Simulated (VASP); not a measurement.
A run of VASP 6.6.1 is set up as follows.

File INCAR:

```
SYSTEM = Al32H
ALGO = Normal
EDIFF = 1E-6
ENCUT = 520
GGA = PS
ISIF = 2
ISMEAR = 0
LASPH = .True.
LCHARG = .False.
LREAL = Auto
LWAVE = .False.
NBANDS = 70
NELM = 80
PREC = Accurate
SIGMA = 0.1
```

Contents of KPOINTS:

```
k-points
0
Gamma
  3 3 3
  0 0 0
```

File POSCAR:

```
Al32H
1.0
    8.1000000000      0.0000000000      0.0000000000
    0.0000000000      8.1000000000      0.0000000000
    0.0000000000      0.0000000000      8.1000000000
Al H
32 1
Direct
    0.4963654321     -0.0037513580     -0.0010830864
    0.7466914815      0.2457903704      0.0005043210
    0.7404225926     -0.0037770370      0.2501233333
   -0.0034954321     -0.0034270370     -0.0060583951
    0.2459854321      0.2460298765      0.0004460494
    0.4961958025      0.4962390123     -0.0008355556
    0.7464814815      0.7465264198      0.0003835802
    0.2518161728     -0.0035543210      0.2501150617
    0.4962540741      0.2475204938      0.2500862963
    0.7448951852      0.4961471605      0.2501051852
    0.4963428395     -0.0037681481      0.5013009877
    0.7466455556      0.2457787654      0.4996698765
    0.7450293827     -0.0037760494      0.7500771605
   -0.0038020988      0.4964100000     -0.0010881481
    0.2457504938      0.7467302469      0.0004983951
   -0.0036217284      0.2518525926      0.2501156790
    0.2474775309      0.4962983951      0.2500867901
    0.4960981481      0.7449606173      0.2501056790
   -0.0034960494     -0.0034274074      0.5059496296
    0.2460246914      0.2460671605      0.4997148148
    0.4962077778      0.4962520988      0.5010416049
    0.7464890123      0.7465324691      0.4998051852
    0.2478479012     -0.0036127160      0.7500507407
    0.4963679012      0.2471681481      0.7501049383
    0.7453118519      0.4961271605      0.7500943210
   -0.0038456790      0.7404101235      0.2501240741
   -0.0038177778      0.4963855556      0.5013072840
    0.2457370370      0.7466862963      0.4996759259
   -0.0036661728      0.2478974074      0.7500503704
    0.2471182716      0.4964128395      0.7501046914
    0.4960817284      0.7453566667      0.7500937037
   -0.0038302469      0.7450911111      0.7500786420
    0.9944672840      0.9940300000      0.2486420988
```

Potentials or basis: VASP PAW PBE potentials, release 64 (Al, H).

Run with:

```sh
$ cat potpaw_PBE.64/Al/POTCAR potpaw_PBE.64/H/POTCAR > POTCAR
$ mpirun -np 1 vasp_std > vasp.out
```

Task: Predict the band gap on the k mesh.

Result: Zero (an odd number of electrons rules out a gap without spin polarisation).

Task: Estimate the pressure.

Result: -1.3 GPa.

Task: What does it give for the largest force?

Result: 0.013 eV/Å.

Forces in eV/Å, atoms in the order of the input:
```
Al  -0.004  0.000 -0.003
Al  -0.001  0.004 -0.002
Al   0.004 -0.001  0.000
Al  -0.003 -0.004  0.010
Al   0.000  0.000 -0.001
Al   0.001  0.001 -0.001
Al   0.002  0.002  0.001
Al   0.000 -0.005  0.001
Al  -0.001 -0.001  0.000
Al   0.002  0.001  0.001
Al  -0.003  0.000  0.002
Al   0.000  0.005  0.001
Al   0.001  0.001 -0.001
Al   0.001 -0.004 -0.003
Al   0.004 -0.001 -0.001
Al  -0.005  0.000  0.001
Al  -0.001 -0.001  0.000
Al   0.002  0.001  0.001
Al  -0.003 -0.004 -0.011
Al  -0.001 -0.001  0.001
Al   0.000  0.000 -0.001
Al   0.002  0.002 -0.002
Al  -0.008 -0.002  0.000
Al  -0.003 -0.002  0.000
Al   0.001  0.004  0.000
Al  -0.001  0.004 -0.001
Al   0.001 -0.003  0.002
Al   0.004  0.000  0.001
Al  -0.002 -0.007  0.000
Al  -0.002 -0.003  0.000
Al   0.005  0.001  0.000
Al   0.002  0.001 -0.001
H    0.007  0.009  0.005
```

Caveat: the PAW data sets were made with another functional, which shifts forces and pressure a little.
